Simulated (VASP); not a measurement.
ScAl2, 6 atoms in the cell. It takes space group Fd-3m (No. 227, cubic). Conventional cell: a = 7.527 Å, b = 7.527 Å, c = 7.527 Å, α = 90.00°, β = 90.00°, γ = 90.00°. Sc (site symmetry -43m) has 12 Al at 3.12 Å and 4 Sc at 3.26 Å within 4.1 Å. Within 3.5 Å of Al (site symmetry -3m) lie 6 Al at 2.66 Å and 6 Sc at 3.12 Å. 

* Program: VASP 6.6.1
* Task: single point
* Functional: PBEsol
* Potentials or basis: VASP PAW PBE potentials, release 64 (Sc_sv, Al)
* Cutoff: 520 eV
* k mesh: 8 × 8 × 8
* Occupations: gaussian, width 0.1 eV
* Spin: no spin polarisation
* Dipole correction: no
* Further INCAR settings: ALGO = Normal; EDIFF = 1e-06; NBANDS = 26

Potentials or basis: VASP PAW PBE potentials, release 64 (Sc_sv, Al).

Launch:

```console
$ cat potpaw_PBE.64/Sc_sv/POTCAR potpaw_PBE.64/Al/POTCAR > POTCAR
$ mpirun -np 1 vasp_std > vasp.out
```

Hardware: 1 thread of AMD EPYC 7R43 64-Core Processor (Zen 3), with other jobs on the host.

Estimate the wall time of this run.

It took 120 s on 1 thread of AMD EPYC 7R43 64-Core Processor (Zen 3), on a shared host, peak memory 0.24 GiB. Counts: scf iterations 13, k points 29.
